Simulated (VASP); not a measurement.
# PtSe2 (Sudovikovite) (P-3m1) in VASP: settings compared, part 2 of 2

VASP 6.6.1. Earlier steps stand in the parts before.

### 3 Vibrations by perturbation theory, PBEsol

Contents of INCAR:

```
PREC = Accurate
ENCUT = 520
EDIFF = 1E-8
ISMEAR = -1
SIGMA = 0.05
LREAL = F
LASPH = T
NELM = 100
ALGO = Normal
ISIF = 2
LWAVE = F
LCHARG = F
GGA = PS
IBRION = 8
NSW = 1
```

Contents of KPOINTS:

```
Automatic mesh
0
Gamma
  6 6 4
```

Contents of POSCAR:

```
PtSe2
1.0
    3.7240000000      0.0000000000      0.0000000000
   -1.8620000000      3.2250786037      0.0000000000
    0.0000000000      0.0000000000      5.0620000000
Pt Se
1 2
Direct
    0.0000000000      0.0000000000      0.0000000000
    0.6666666667      0.3333333333      0.7500000000
    0.3333333333      0.6666666667      0.2500000000
```

Potentials or basis: VASP PAW PBE potentials, release 64 (Pt, Se).

Launch:

```console
> cat potpaw_PBE.64/Pt/POTCAR potpaw_PBE.64/Se/POTCAR > POTCAR
> mpirun -np 1 vasp_std > vasp.out
```

OUTCAR:

```text
PREC = Accurate
   ENCUT = 520
   EDIFF = 1E-8
   ISMEAR = -1
   LREAL = F
   LASPH = T
   NELM = 100
   ISIF = 2
   GGA = PS
   IBRION = 8
   NSW = 1

 ion  position               nearest neighbor table
   1  0.000  0.000  0.000-   2 2.49   3 2.49   2 2.49   3 2.49   2 2.49   3 2.49
   2  0.667  0.333  0.750-   1 2.49   1 2.49   1 2.49
   3  0.333  0.667  0.250-   1 2.49   1 2.49   1 2.49

  LATTYP: Found a hexagonal cell.
 ALAT       =     3.7240000000
 C/A-ratio  =     1.3592910849

  Lattice vectors:

 A1 = (   3.7240000000,   0.0000000000,   0.0000000000)
 A2 = (  -1.8620000000,   3.2250786037,   0.0000000000)
 A3 = (   0.0000000000,   0.0000000000,   5.0620000000)

Analysis of symmetry for initial positions (statically):
=====================================================================
 Subroutine PRICEL returns:
 Original cell was already a primitive cell.

 Routine SETGRP: Setting up the symmetry group for a
 hexagonal supercell.

 Subroutine GETGRP returns: Found 12 space group operations
 (whereof 12 operations were pure point group operations)
 out of a pool of 24 trial point group operations.

The static configuration has the point symmetry D_3d.

Analysis of symmetry for dynamics (positions and initial velocities):
=====================================================================
 Subroutine PRICEL returns:
 Original cell was already a primitive cell.

 Routine SETGRP: Setting up the symmetry group for a
 hexagonal supercell.

 Subroutine GETGRP returns: Found 12 space group operations
 (whereof 12 operations were pure point group operations)
 out of a pool of 24 trial point group operations.

The dynamic configuration has the point symmetry D_3d.

 Subroutine INISYM returns: Found 12 space group operations
 (whereof 12 operations are pure point group operations),
 and found     1 'primitive' translations

----------------------------------------------------------------------------------------

                                     Primitive cell

  volume of cell :      60.7956

  direct lattice vectors                    reciprocal lattice vectors
     3.724000000  0.000000000  0.000000000     0.268528464  0.155034981  0.000000000
    -1.862000000  3.225078604  0.000000000     0.000000000  0.310069962  0.000000000
     0.000000000  0.000000000  5.062000000     0.000000000  0.000000000  0.197550375

  length of vectors
     3.724000000  3.724000000  5.062000000     0.310069962  0.310069962  0.197550375
[... 565 lines left out ...]
     12       8.3998      0.00000
     13       8.3998      0.00000
     14      12.9113      0.00000
     15      13.5939      0.00000

------------------------ aborting loop because EDIFF is reached ----------------------------------------

  FORCE on cell =-STRESS in cart. coord.  units (eV):
  Direction    XX          YY          ZZ          XY          YZ          ZX
  --------------------------------------------------------------------------------------
  -------------------------------------------------------------------------------------
  Total        1.0349347      1.0349347      0.4629063      0.0000000      0.0000000      0.0000000
  in kB       27.2741620     27.2741620     12.1992045      0.0000000      0.0000000      0.0000000
  external PRESSURE =      22.2491761 kB  Pullay stress =       0.0000000 kB

 VOLUME and BASIS-vectors are now :
 -----------------------------------------------------------------------------
  energy-cutoff  :      520.00
  volume of cell :       60.80
      direct lattice vectors                 reciprocal lattice vectors
     3.724000000  0.000000000  0.000000000     0.268528464  0.155034981  0.000000000
    -1.862000000  3.225078604  0.000000000     0.000000000  0.310069962  0.000000000
     0.000000000  0.000000000  5.062000000     0.000000000  0.000000000  0.197550375

 POSITION                                       TOTAL-FORCE (eV/Angst)
 -----------------------------------------------------------------------------------
      0.00000      0.00000      0.00000         0.000000      0.000000     -0.000000
      1.86200      1.07503      3.79650        -0.000000      0.000000     -0.346791
     -0.00000      2.15005      1.26550         0.000000     -0.000000      0.346791
 -----------------------------------------------------------------------------------
    total drift:                               -0.000000     -0.000000     -0.000000

  FREE ENERGIE OF THE ION-ELECTRON SYSTEM (eV)
  ---------------------------------------------------
  free  energy   TOTEN  =       -15.8896957065 eV

  energy  without entropy=      -15.8818844840  energy(sigma->0) =      -15.88579010

[... ionic steps 2 to 3 ...]

--------------------------------------- Ionic step        4  -------------------------------------------

------------------------ aborting loop because EDIFF is reached ----------------------------------------
[... 11 lines left out ...]
[... ionic steps 8 to 8 ...]

--------------------------------------- Ionic step        9  -------------------------------------------

 Free energy of the ion-electron system (eV)
  ---------------------------------------------------
  ---------------------------------------------------
  free energy    TOTEN  =        -0.09102244 eV

  energy without entropy =       -0.09102675

------------------------ aborting loop because EDIFF is reached ----------------------------------------

 INTERNAL STRAIN TENSOR  FOR ION    2  DIRECTION 3   (eV/Angst):
 -----------------------------------------------------------------------------
    11.79608  0.00000 -0.00000
     0.00000 11.79608 -0.00000
    -0.00000  0.00000 14.61954

 INTERNAL STRAIN TENSOR FOR ION    3 for displacements in x,y,z  (eV/Angst):
          X           Y           Z          XY          YZ          ZX
  --------------------------------------------------------------------------------
  x     0.00000     0.00000     0.00000     5.16679     0.00000    -9.62869
  y     5.16679    -5.16679     0.00000     0.00000   -10.35126     0.00000
  z   -11.79608   -11.79608   -14.61954     0.00000     0.00000    -0.00000

 SECOND DERIVATIVES (NOT SYMMETRIZED)
 ------------------------------------
               1X          1Y          1Z          2X          2Y          2Z          3X          3Y          3Z
  1X   -15.897609    0.000000    0.000000    7.948804    0.000000    0.000000    7.948804    0.000000    0.000000
  1Y     0.000000  -15.897609    0.000000    0.000000    7.948804    0.000000    0.000000    7.948804    0.000000
  1Z     0.000000    0.000000  -15.848562    0.000000    0.000000    7.924281   -0.000000    0.000000    7.924281
  2X     7.945665    0.000000    0.000000   -8.242489    0.000000    0.000000    0.296823    0.000000    0.000000
  2Y     0.000000    7.945665    0.000000    0.000000   -8.242489    0.000000    0.000000    0.296823   -0.000000
  2Z    -0.000000    0.000000    7.919941    0.000000    0.000000   -9.716510    0.000000   -0.000000    1.796569
  3X     7.945665    0.000000    0.000000    0.296823    0.000000    0.000000   -8.242489    0.000000    0.000000
  3Y     0.000000    7.945665    0.000000    0.000000    0.296823   -0.000000    0.000000   -8.242489    0.000000
  3Z    -0.000000    0.000000    7.919941    0.000000   -0.000000    1.796569    0.000000    0.000000   -9.716510

 Eigenvectors and eigenvalues of the dynamical matrix
 ----------------------------------------------------

   1 f  =    6.671625 THz    41.919058 2PiTHz  222.541466 cm-1    27.591613 meV
             X         Y         Z           dx          dy          dz
      0.000000  0.000000  0.000000    -0.000067   -0.668927   -0.000000
      1.862000  1.075026  3.796500     0.000053    0.525612   -0.000000
     -0.000000  2.150052  1.265500     0.000053    0.525612    0.000000
[... 43 lines left out ...]
   9 f/i=    0.000907 THz     0.005701 2PiTHz    0.030263 cm-1     0.003752 meV
             X         Y         Z           dx          dy          dz
      0.000000  0.000000  0.000000     0.000000    0.000000   -0.743303
      1.862000  1.075026  3.796500    -0.000000    0.000000   -0.473023
     -0.000000  2.150052  1.265500     0.000000    0.000000   -0.473023

--------------------------------------------------------------------------------------------------------

 ELASTIC MODULI CONTR FROM IONIC RELAXATION (kBar)
 Direction    XX          YY          ZZ          XY          YZ          ZX
 --------------------------------------------------------------------------------
 XX        -801.7927   -472.2453   -789.4930     -0.0000    330.1109      0.0000
 YY        -472.2453   -801.7927   -789.4930      0.0000   -330.1109     -0.0000
 ZZ        -789.4930   -789.4930   -978.4624      0.0000     -0.0000     -0.0000
 XY          -0.0000      0.0000      0.0000   -164.7737      0.0000    307.0675
 YZ         330.1109   -330.1109     -0.0000      0.0000   -661.3509     -0.0000
 ZX           0.0000     -0.0000     -0.0000    307.0675     -0.0000   -572.2422
 --------------------------------------------------------------------------------
```

OSZICAR:

```text
N       E                     dE             d eps       ncg     rms          rms(c)
DAV:   1     0.109131547343E+03    0.10913E+03   -0.10282E+04   752   0.129E+03
DAV:   2    -0.121605926333E+02   -0.12129E+03   -0.11873E+03   930   0.236E+02
DAV:   3    -0.167230401295E+02   -0.45624E+01   -0.44726E+01   881   0.472E+01
[... 76 lines left out ...]
RMM:   8    -0.910227816645E-01    0.22761E-05   -0.44324E-08  1191   0.741E-04    0.167E-04
RMM:   9    -0.910224317913E-01    0.34987E-06   -0.51473E-08  1199   0.158E-04    0.515E-05
RMM:  10    -0.910224191521E-01    0.12639E-07    0.29355E-08  1199   0.708E-05    0.112E-05
RMM:  11    -0.910224474502E-01   -0.28298E-07    0.58445E-09  1210   0.171E-05    0.500E-06
RMM:  12    -0.910224370201E-01    0.10430E-07   -0.23853E-09  1129   0.707E-06    0.112E-06
RMM:  13    -0.910224384798E-01   -0.14596E-08   -0.17307E-08   647   0.143E-06    0.423E-07
 Linear response finished
```

It took 9.9 min on 1 thread of AMD EPYC 7R13, shared host; peak memory 0.32 GiB.

Results:

```yaml
Highest_phonon_frequency_at_Γ_LO-TO_splitting_left_out: 223 cm⁻¹
```

Phonon frequencies in cm⁻¹ (negative: imaginary):
```
              q point                    frequencies
(0.000, 0.000, 0.000)  0 0 0 171 171 199 222 223 223
```

Caveat: the cell wasn't relaxed at this level first, which shifts response properties; the PAW data sets were made with another functional, which shifts forces and pressure a little; spin-orbit coupling is left out, which moves the levels of the heavy elements.

### 4 Density of states, PBEsol+U

POSCAR is that of step 3.

Contents of INCAR.step1:

```
  ALGO = Normal
  EDIFF = 1E-6
  ENCUT = 520
  GGA = PS
  ISIF = 2
  ISMEAR = -1
  LASPH = True
  LCHARG = True
  LDAU = True
  LDAUJ = 0 0
  LDAUL = 2 -1
  LDAUPRINT = 1
  LDAUTYPE = 2
  LDAUU = 1 0
  LMAXMIX = 4
  LREAL = False
  LWAVE = False
  NBANDS = 18
  NELM = 150
  PREC = Accurate
  SIGMA = 0.05
```

Contents of KPOINTS.step1:

```
k-points
0
Gamma
  8 8 5
```

Contents of INCAR.step2:

```
  ALGO = Normal
  EDIFF = 1E-6
  ENCUT = 520
  GGA = PS
  ICHARG = 11
  ISIF = 2
  ISMEAR = -5
  LASPH = True
  LCHARG = False
  LDAU = True
  LDAUJ = 0 0
  LDAUL = 2 -1
  LDAUPRINT = 1
  LDAUTYPE = 2
  LDAUU = 1 0
  LMAXMIX = 4
  LORBIT = 11
  LREAL = False
  LWAVE = False
  NEDOS = 1001
  NELM = 150
  PREC = Accurate
  SIGMA = 0.05
```

Contents of KPOINTS.step2:

```
k-points
0
Gamma
  12 12 8
```

Launch:

```console
> cat potpaw_PBE.64/Pt/POTCAR potpaw_PBE.64/Se/POTCAR > POTCAR
> cp INCAR.step1 INCAR
> cp KPOINTS.step1 KPOINTS
> mpirun -np 1 vasp_std > vasp.out
> cp INCAR.step2 INCAR
> cp KPOINTS.step2 KPOINTS
> mpirun -np 1 vasp_std > vasp.out
```

Run time: 36 s. Hardware: 1 thread of Intel Xeon 6975P-C (Granite Rapids), shared host; peak memory 0.26 GiB.

The run converged. Its results:

| Quantity | Value |
| --- | --- |
| Valence electrons inside the program's atomic spheres | Pt 9.50; Se 3.79 |

Levels at points of the mesh, in eV from the Fermi level:
```tsv
k point	band 7	band 8	band 9	band 10	band 11	band 12	band 13	band 14	band 15
(0.00, 0.00, 0.00)	-4.29	-2.79	-1.10	-1.10	0.37	1.38	1.38	3.46	4.05
(0.50, 0.00, 0.00)	-3.81	-3.79	-3.69	-3.60	-3.13	0.56	2.29	4.65	5.71
(0.00, 0.00, 0.50)	-4.33	-3.04	-1.84	-1.54	-1.54	2.23	2.23	4.69	6.19
(0.50, 0.00, 0.50)	-3.82	-3.78	-3.46	-2.90	-1.42	0.90	1.42	4.47	4.62
```

Eigenvalues of the final occupation matrices:
```csv
site,spin,trace,eigenvalues
site 1 d,1,4.08,0.70 0.70 0.89 0.90 0.90
site 1 d,2,4.08,0.70 0.70 0.89 0.90 0.90
```

Caveat: the PAW data sets were made with another functional, which shifts forces and pressure a little; spin-orbit coupling is left out, which moves the levels of the heavy elements; U without spin polarisation on a metal has little footing; tetrahedron occupations give inexact forces and stress in metals.
